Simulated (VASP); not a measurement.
# BaTiO3 (Amm2) in VASP: notebook

The runs below take BaTiO3 through single point, with PBE.

All numbers are computed with VASP 6.6.1; they aren't measurements. Logs are shortened: lines on timing, memory, paths and dates and some standing lists are left out, and cuts for length are marked.

## Step 1: The cell of the first run

The structure is orthorhombic, space group Amm2 (No. 38). Conventional cell: a = 3.997 Å, b = 5.693 Å, c = 5.711 Å, α = 90.00°, β = 90.00°, γ = 90.00°. Ba (site symmetry mm2) has 12 O at 2.81 to 2.90 Å and 8 Ti at 3.45 to 3.52 Å within 3.7 Å. Ti (site symmetry mm2) has 6 O at 1.96 to 2.07 Å within 2.6 Å. Within 2.7 Å of O (site symmetry mm2) lie 2 Ti at 2.00 Å. Within 2.6 Å of O (site symmetry m) lie 2 Ti at 1.96 to 2.07 Å.

## Step 2: Single point, PBE (volume scaled by 1.01)

Input file INCAR:

```
SYSTEM = BaTiO3
PREC = Accurate
ENCUT = 520
EDIFF = 1E-6
ISMEAR = -1
SIGMA = 0.05
LREAL = .False.
LASPH = .True.
NELM = 80
ALGO = Normal
ISIF = 2
LWAVE = .False.
LCHARG = .False.
GGA = PE
NBANDS = 28
```

Input file KPOINTS:

```
regular mesh
0
Gamma
  8 8 8
  0 0 0
```

Input file POSCAR:

```
BaTiO3
1.0
    3.9973363099      0.0000000000      0.0000000000
    0.0000000000      2.8464754845      2.8552545545
    0.0000000000     -2.8464754845      2.8552545545
Ba Ti O
1 1 3
Direct
    0.0000000000      0.0000000000      0.0000000000
    0.5000000000      0.5079000000      0.5079000000
    0.0000000000      0.4921000000      0.4921000000
    0.5000000000      0.5025100000      0.9937100000
    0.5000000000      0.9937100000      0.5025100000
```

Potentials or basis: VASP PAW PBE potentials, release 64 (Ba_sv, Ti_sv, O).

Started as:

```
$ cat potpaw_PBE.64/Ba_sv/POTCAR potpaw_PBE.64/Ti_sv/POTCAR potpaw_PBE.64/O/POTCAR > POTCAR
$ mpirun -np 1 vasp_std > vasp.out
```

OUTCAR:

```text
SYSTEM = BaTiO3
   PREC = Accurate
   ENCUT = 520
   EDIFF = 1E-6
   ISMEAR = -1
   LREAL = .False.
   LASPH = .True.
   NELM = 80
   ISIF = 2
   GGA = PE

 ion  position               nearest neighbor table
   1  0.000  0.000  0.000-   3 2.81   4 2.83   5 2.83   4 2.83   5 2.83   4 2.85   5 2.85   5 2.85
                             4 2.85   3 2.85   3 2.85   3 2.90   2 3.45   2 3.45   2 3.48   2 3.48
   2  0.500  0.508  0.508-   4 1.96   5 1.96   3 2.00   3 2.00   5 2.07   4 2.07   1 3.45   1 3.45
                             1 3.48   1 3.48   1 3.48   1 3.48   1 3.52   1 3.52
   3  0.000  0.492  0.492-   2 2.00   2 2.00   1 2.81   1 2.85   1 2.85   1 2.90
   4  0.500  0.503  0.994-   2 1.96   2 2.07   1 2.83   1 2.83   1 2.85   1 2.85
   5  0.500  0.994  0.503-   2 1.96   2 2.07   1 2.83   1 2.83   1 2.85   1 2.85

  LATTYP: Found a base centered orthorhombic cell.
 ALAT       =     5.6929509690
 B/A-ratio  =     1.0030841896
 C/A-ratio  =     0.7021554079

  Lattice vectors:

 A1 = (   0.0000000000,   2.8464754845,  -2.8552545545)
 A2 = (   0.0000000000,   2.8464754845,   2.8552545545)
 A3 = (   3.9973363099,   0.0000000000,   0.0000000000)

Analysis of symmetry for initial positions (statically):
=====================================================================
 Subroutine PRICEL returns:
 Original cell was already a primitive cell.

 Routine SETGRP: Setting up the symmetry group for a
 base centered orthorhombic supercell.

 Subroutine GETGRP returns: Found  4 space group operations
 (whereof  4 operations were pure point group operations)
 out of a pool of  8 trial point group operations.

The static configuration has the point symmetry C_2v.

Analysis of symmetry for dynamics (positions and initial velocities):
=====================================================================
 Subroutine PRICEL returns:
 Original cell was already a primitive cell.

 Routine SETGRP: Setting up the symmetry group for a
 base centered orthorhombic supercell.

 Subroutine GETGRP returns: Found  4 space group operations
 (whereof  4 operations were pure point group operations)
 out of a pool of  8 trial point group operations.

The dynamic configuration has the point symmetry C_2v.

 Subroutine INISYM returns: Found  4 space group operations
 (whereof  4 operations are pure point group operations),
 and found     1 'primitive' translations

[... 100 lines left out ...]
   EDIFF  = 0.1E-05   stopping-criterion for ELM
   LREAL  =      F    real-space projection
   EDIFFG = 0.1E-04   stopping-criterion for IOM
   NSW    =      0    number of steps for IOM
   IBRION =     -1    ionic relax: 0-MD 1-quasi-New 2-CG
   NFREE  =      0    steps in history (QN), initial steepest desc. (CG)
   ISIF   =      2    stress and relaxation
   ISYM   =      2    0-nonsym 1-usesym 2-fastsym
   POTIM  = 0.5000    time-step for ionic-motion
   TEBEG  =    0.0;   TEEND  =   0.0 temperature during run
   PSTRESS=    0.0 pullay stress
   NELECT =      40.0000    total number of electrons
   NUPDOWN=      -1.0000    fix difference up-down
   EMIN   =  10.00;   EMAX   =-10.00  energy-range for DOS
   EFERMI =   0.00;   METHOD = LEGACY
   ISMEAR =    -1;   SIGMA  =   0.05  broadening in eV -4-tet -1-fermi 0-gaus
   EFERMI_NEDOS =   21; number of points for ismear=-14 and -15
   IALGO  =     38    algorithm
   IMIX   =      4    mixing-type and parameters
     AMIX     =   0.40;   BMIX     =  1.00
     AMIX_MAG =   1.60;   BMIX_MAG =  1.00
  volume/ion in A,a.u.               =      13.00        87.70
  Fermi-wavevector in a.u.,A,eV,Ry     =   1.392656  2.631738 26.388372  1.939491
  Thomas-Fermi vector in A             =   2.516378
   LORBIT       =      0    0 simple, 1 ext, 2 COOP (PROOUT), +10 PAW based schemes
   GGA     = PE    functional components
   LHFCALC =     F    Hartree Fock is set to
   AEXX    =    0.0000 exact exchange contribution
   IVDW    =     0    specifies the selected vdW correction
   LEPSILON=     F    determine dielectric tensor
   LRPA    =     F    only Hartree local field effects (RPA)
 non-spin polarized calculation
  energy-cutoff  :      520.00
  volume of cell :       64.98
 maximum number of plane-waves:      1778
 NGX is ok and might be reduce to    30
   NGX = 15   NGY = 15   NGZ = 15

 number of electron      39.9999991 magnetization

 Free energy of the ion-electron system (eV)
  ---------------------------------------------------
  ext. energy  EPLUGINS =         0.00000000
  ---------------------------------------------------
  free energy    TOTEN  =       -39.98649108 eV

  energy without entropy =      -39.98649108  energy(sigma->0) =      -39.98649108

 E-fermi :   4.6490     XC(G=0): -11.1880

 val. band max:        3.7335847003   @ k =   0.5000   0.5000   0.5000
 cond. band min:       5.5051190446   @ k =   0.0000   0.0000   0.0000
 fundamental gap:      1.7715343444
 Fermi energy:         4.6489792891

 k-point     1 :       0.0000    0.0000    0.0000
  band No.  band energies     occupation
      1     -52.9215      2.00000
      2     -29.1337      2.00000
      3     -29.1318      2.00000
      4     -29.1272      2.00000
      5     -21.1182      2.00000
      6     -13.1309      2.00000
[... 733 lines left out ...]
     27      11.7204      0.00000
     28      13.2563      0.00000

 [... further k-points ...]

------------------------ aborting loop because EDIFF is reached ----------------------------------------

  FORCE on cell =-STRESS in cart. coord.  units (eV):
  Direction    XX          YY          ZZ          XY          YZ          ZX
  --------------------------------------------------------------------------------------
  -------------------------------------------------------------------------------------
  Total        1.0678070      0.8019442      0.5173928      0.0000000      0.0000000      0.0000000
  in kB       26.3299703     19.7743304     12.7578654      0.0000000      0.0000000      0.0000000
  external PRESSURE =      19.6207220 kB  Pullay stress =       0.0000000 kB

 VOLUME and BASIS-vectors are now :
 -----------------------------------------------------------------------------
  energy-cutoff  :      520.00
  volume of cell :       64.98
      direct lattice vectors                 reciprocal lattice vectors
     3.997336310  0.000000000  0.000000000     0.250166592  0.000000000  0.000000000
     0.000000000  2.846475484  2.855254555     0.000000000  0.175655825  0.175115735
     0.000000000 -2.846475484  2.855254555     0.000000000 -0.175655825  0.175115735

 POSITION                                       TOTAL-FORCE (eV/Angst)
 -----------------------------------------------------------------------------------
      0.00000      0.00000      0.00000         0.000000     -0.000000      0.086248
      1.99867      0.00000      2.90037         0.000000     -0.000000      0.211569
      0.00000      0.00000      2.81014         0.000000     -0.000000      0.100913
      1.99867     -1.39819      4.27209         0.000000      0.020756     -0.199365
      1.99867      1.39819      4.27209         0.000000     -0.020756     -0.199365
 -----------------------------------------------------------------------------------
    total drift:                                0.000000     -0.000000      0.000173

  FREE ENERGIE OF THE ION-ELECTRON SYSTEM (eV)
  ---------------------------------------------------
  free  energy   TOTEN  =       -39.9864910804 eV

  energy  without entropy=      -39.9864910791  energy(sigma->0) =      -39.98649108
```

stdout:

```text
POSCAR found type information on POSCAR BaTiO
 POSCAR found :  3 types and       5 ions
 scaLAPACK will be used
 LDA part: xc-table for (Slater+PW92), standard interpolation
 POSCAR, INCAR and KPOINTS ok, starting setup
 FFT: planning ... GRIDC
 FFT: planning ... GRID_SOFT
 FFT: planning ... GRID
 WAVECAR not read
 entering main loop
```

It took 81 s on 1 thread of Intel Xeon 6975P-C (Granite Rapids), shared host; peak memory 0.3 GiB.

What came out:

| Item | Value |
| --- | --- |
| Free energy | -39.9865 eV |
| Pressure | 2.0 GPa |
| Largest force | 0.212 eV/Å |
| Band gap on the k mesh | 1.77 eV, indirect (least direct gap 1.96 eV) |

Forces on the atoms (eV/Å):
```
Ba   0.000  0.000  0.086
Ti   0.000  0.000  0.212
O    0.000  0.000  0.101
O    0.000  0.021 -0.199
O    0.000 -0.021 -0.199
```

Stress tensor (GPa, compression positive):
```
2.63 0.00 0.00
0.00 1.98 0.00
0.00 0.00 1.28
```

Caveat: spin-orbit coupling is left out, which moves the levels of the heavy elements. A k mesh can miss the band edges.

## Step 3: Single point, PBE (volume scaled by 1.04)

Input file INCAR:

```
ALGO = Normal ; EDIFF = 1E-7
ENCUT = 520 ; GGA = PE
ISIF = 2 ; ISMEAR = -1
LASPH = T ; LCHARG = F
LREAL = F ; LWAVE = F
NBANDS = 28 ; NELM = 100
PREC = Accurate ; SIGMA = 0.05
```

Input file KPOINTS:

```
k-points
0
Gamma
  8 8 8
```

Edit POSCAR of step 2 so:

```diff
@@ -2,5 +2,5 @@
 1.0
-    3.9973363099      0.0000000000      0.0000000000
-    0.0000000000      2.8464754845      2.8552545545
-    0.0000000000     -2.8464754845      2.8552545545
+    4.0365283808      0.0000000000      0.0000000000
+    0.0000000000      2.8743838866      2.8832490314
+    0.0000000000     -2.8743838866      2.8832490314
 Ba Ti O
```

Potentials or basis: VASP PAW PBE potentials, release 64 (Ba_sv, Ti_sv, O).

Started as:

```
$ cat potpaw_PBE.64/Ba_sv/POTCAR potpaw_PBE.64/Ti_sv/POTCAR potpaw_PBE.64/O/POTCAR > POTCAR
$ mpirun -np 1 vasp_std > vasp.out
```

Run time: 85 s. Hardware: 1 thread of Intel Xeon 6975P-C (Granite Rapids), shared host; peak memory 0.29 GiB.

It converged, with:

| Item | Value |
| --- | --- |
| Free energy | -39.9835 eV |
| Pressure | -2.7 GPa |
| Largest force | 0.308 eV/Å |
| Band gap on the k mesh | 1.71 eV, indirect (least direct gap 1.92 eV) |

Forces in eV/Å, atoms in the order of the input:
```
Ba   0.000  0.000  0.084
Ti   0.000  0.000  0.308
O    0.000  0.000  0.110
O    0.000  0.089 -0.251
O    0.000 -0.089 -0.251
```

Stress tensor (GPa, compression positive):
```
-2.10  0.00  0.00
 0.00 -2.64  0.00
 0.00  0.00 -3.30
```

Levels at points of the mesh, in eV from the valence-band top:
| k point | band 16 | band 17 | band 18 | band 19 | band 20 | band 21 | band 22 | band 23 | band 24 | band 25 |
| --- | --- | --- | --- | --- | --- | --- | --- | --- | --- | --- |
| (0.00, 0.00, 0.00) | -1.04 | -1.03 | -0.27 | -0.24 | -0.21 | 1.71 | 1.74 | 1.81 | 3.66 | 3.71 |
| (0.50, 0.00, 0.00) | -1.86 | -1.77 | -1.75 | -0.78 | -0.74 | 1.87 | 3.32 | 3.35 | 3.66 | 5.53 |
| (0.00, 0.50, 0.00) | -1.86 | -1.76 | -1.66 | -0.76 | -0.72 | 1.89 | 3.29 | 3.30 | 3.70 | 5.56 |
| (0.50, 0.50, 0.00) | -2.56 | -1.73 | -0.89 | -0.89 | -0.08 | 3.30 | 3.35 | 3.71 | 4.41 | 7.24 |
| (0.00, 0.50, 0.50) | -2.52 | -1.71 | -0.94 | -0.91 | -0.12 | 3.29 | 3.32 | 3.68 | 4.51 | 7.20 |
| (0.50, 0.50, 0.50) | -2.43 | -2.38 | -0.03 | 0.00 | 0.00 | 3.91 | 3.92 | 3.94 | 6.50 | 6.50 |

Caveat: spin-orbit coupling is left out, which moves the levels of the heavy elements. A k mesh can miss the band edges.
